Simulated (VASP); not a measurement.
# Mg3TeSe2 in VASP: further runs, part 2 of 2

VASP 6.6.1. The steps go on from the part before.

## 6. Single point, PBE

This run uses another cell than the first one: it holds 12 atoms, not 6.

INCAR

```
SYSTEM = Mg3TeSe2
ALGO = Normal
EDIFF = 1E-7
ENCUT = 520
GGA = PE
ISIF = 2
ISMEAR = 0
LASPH = .True.
LCHARG = .True.
LELF = .True.
LREAL = .False.
LVHAR = .True.
LWAVE = .False.
NBANDS = 36
NELM = 80
PREC = Accurate
SIGMA = 0.1
```

KPOINTS

```
k-points
0
Gamma
  6 6 1
  0 0 0
```

POSCAR

```
Mg3TeSe2
1.0
    4.0094280848     -0.0002543182      0.0001054500
   -2.0049360545      3.4731747961     -0.0000436299
    0.0004176530     -0.0001359357     19.6311181931
Mg Te Se
6 2 4
Direct
    0.3332590264      0.6666953185      0.0908533982
    0.3331064369      0.6665158570      0.5909226632
    0.6668382257      0.3334876104      0.4092054264
    0.6667789853      0.3333013320      0.9091003671
    0.0000270097      0.0000642099      0.2500337913
   -0.0001259671     -0.0001784617      0.7500023022
   -0.0000300643     -0.0000650950     -0.0000701370
   -0.0000097133      0.0000288068      0.5000450908
    0.3334250680      0.6670271513      0.3297170021
    0.3335409406      0.6667376822      0.8295324486
    0.6666526954      0.3331078983      0.1703618417
    0.6665373568      0.3332776905      0.6702958052
```

Potentials or basis: VASP PAW PBE potentials, release 64 (Mg, Te, Se).

Launch:

```
$ cat potpaw_PBE.64/Mg/POTCAR potpaw_PBE.64/Te/POTCAR potpaw_PBE.64/Se/POTCAR > POTCAR
$ mpirun -np 1 vasp_std > vasp.out
```

OUTCAR:

```text
SYSTEM = Mg3TeSe2
   EDIFF = 1E-7
   ENCUT = 520
   GGA = PE
   ISIF = 2
   ISMEAR = 0
   LASPH = .True.
   LREAL = .False.
   NELM = 80
   PREC = Accurate

 ion  position               nearest neighbor table
   1  0.333  0.667  0.091-  11 2.79  11 2.79  11 2.79   7 2.92   7 2.92   7 2.92
   2  0.333  0.667  0.591-  12 2.79  12 2.79  12 2.79   8 2.92   8 2.92   8 2.92
   3  0.667  0.333  0.409-   9 2.79   9 2.79   9 2.79   8 2.92   8 2.92   8 2.92
   4  0.667  0.333  0.909-  10 2.79  10 2.79  10 2.79   7 2.92   7 2.92   7 2.92
   5  0.000  0.000  0.250-  11 2.79   9 2.79  11 2.79   9 2.79  11 2.79   9 2.80
   6  1.000  1.000  0.750-  10 2.79  10 2.79  10 2.79  12 2.79  12 2.79  12 2.79
   7  1.000  1.000  1.000-   4 2.92   4 2.92   4 2.92   1 2.92   1 2.92   1 2.92
   8  1.000  0.000  0.500-   3 2.92   3 2.92   2 2.92   3 2.92   2 2.92   2 2.92
   9  0.333  0.667  0.330-   3 2.79   3 2.79   3 2.79   5 2.79   5 2.79   5 2.80
  10  0.334  0.667  0.830-   6 2.79   6 2.79   4 2.79   4 2.79   4 2.79   6 2.79
  11  0.667  0.333  0.170-   1 2.79   1 2.79   1 2.79   5 2.79   5 2.79   5 2.79
  12  0.667  0.333  0.670-   2 2.79   2 2.79   2 2.79   6 2.79   6 2.79   6 2.79

  LATTYP: Found a base centered monoclinic cell.
 ALAT       =    39.8719343115
[... 988 lines left out ...]

  FORCE on cell =-STRESS in cart. coord.  units (eV):
  Direction    XX          YY          ZZ          XY          YZ          ZX
  --------------------------------------------------------------------------------------
  -------------------------------------------------------------------------------------
  Total       -0.1506074     -0.1768379     -0.1406369      0.0063765      0.0008803     -0.0017026
  in kB       -0.8827113     -1.0364486     -0.8242740      0.0373729      0.0051597     -0.0099791
  external PRESSURE =      -0.9144780 kB  Pullay stress =       0.0000000 kB

 VOLUME and BASIS-vectors are now :
 -----------------------------------------------------------------------------
  energy-cutoff  :      520.00
  volume of cell :      273.36
      direct lattice vectors                 reciprocal lattice vectors
     4.009428085 -0.000254318  0.000105450     0.249421263  0.143981721 -0.000004309
    -2.004936054  3.473174796 -0.000043630     0.000018263  0.287931554  0.000001993
     0.000417653 -0.000135936 19.631118193    -0.000001340 -0.000000133  0.050939533

 POSITION                                       TOTAL-FORCE (eV/Angst)
 -----------------------------------------------------------------------------------
     -0.00047      2.31545      1.78356         0.001038     -0.001131      0.005993
     -0.00051      2.31476     11.60048         0.000859      0.000951      0.000457
      2.00519      1.15804      8.03322        -0.001165     -0.000054     -0.004628
      2.00553      1.15732     17.84671        -0.000584      0.000217     -0.007462
      0.00008      0.00019      4.90844         0.000071      0.000051      0.003231
      2.00466      3.47220     14.72345         0.000475      0.001077     -0.005732
      2.00492      3.47256     19.62980         0.000159      0.000531      0.003169
      4.00954     -0.00022      9.81655        -0.000003     -0.000209     -0.001341
     -0.00037      2.31657      6.47272         0.000876     -0.001679     -0.003156
      0.00089      2.31550     16.28466        -0.000978     -0.000995      0.010791
      2.00511      1.15675      3.34445        -0.000954      0.001682     -0.005283
      2.00451      1.15727     13.15871         0.000206     -0.000443      0.003961
 -----------------------------------------------------------------------------------
    total drift:                               -0.000001     -0.000001      0.000002

  FREE ENERGIE OF THE ION-ELECTRON SYSTEM (eV)
  ---------------------------------------------------
  free  energy   TOTEN  =       -42.1707084867 eV

  energy  without entropy=      -42.1706732072  energy(sigma->0) =      -42.17069085
```

Run time: 2.5 min. Hardware: 1 thread of Intel Xeon Platinum 8559C (Emerald Rapids), shared host; peak memory 0.45 GiB.

Results:

| Item | Value |
| --- | --- |
| Free energy | -42.1707 eV |
| Pressure | -0.1 GPa |
| Largest force | 0.011 eV/Å |
| Band gap on the k mesh | 0.47 eV |

Forces in eV/Å, atoms in the order of the input:
```
Mg   0.001 -0.001  0.006
Mg   0.001  0.001  0.000
Mg  -0.001  0.000 -0.005
Mg  -0.001  0.000 -0.007
Mg   0.000  0.000  0.003
Mg   0.000  0.001 -0.006
Te   0.000  0.001  0.003
Te   0.000  0.000 -0.001
Se   0.001 -0.002 -0.003
Se  -0.001 -0.001  0.011
Se  -0.001  0.002 -0.005
Se   0.000  0.000  0.004
```

Caveat: spin-orbit coupling is left out, which moves the levels of the heavy elements.

## 7. The runs side by side

| cell | k mesh | smearing | gap on the mesh (eV) | pressure (GPa) | largest force (eV/Å) |
| --- | --- | --- | --- | --- | --- |
| a = 4.008, b = 4.008, c = 9.823 Å, angles 90.0, 90.0, 120.0°, 6 atoms | 6 × 6 × 2 | gaussian 0.1 eV | 0.47 | -0.1 | - |
| a = 4.008, b = 4.008, c = 19.646 Å, angles 90.0, 90.0, 120.0°, 12 atoms | 6 × 6 × 1 | gaussian 0.1 eV | 0.47 | -0.1 | - |
| a = 4.008, b = 4.008, c = 9.823 Å, angles 90.0, 90.0, 120.0°, 6 atoms | 12 × 12 × 4 | gaussian 0.02 eV | 0.47 | -0.1 | 0.01 |
| a = 4.009, b = 4.010, c = 19.631 Å, angles 90.0, 90.0, 120.0°, 12 atoms | 6 × 6 × 1 | gaussian 0.1 eV | 0.47 | -0.1 | 0.01 |

Alike in all rows: task single point; level PBE; potentials or basis VASP PAW PBE potentials, release 64 (Mg, Te, Se); no spin polarisation; cutoff (eV) 520.

Caveats: spin-orbit coupling is left out, which moves the levels of the heavy elements.

Total energies depend on the potentials used, so only differences within one code and one set of settings carry meaning.
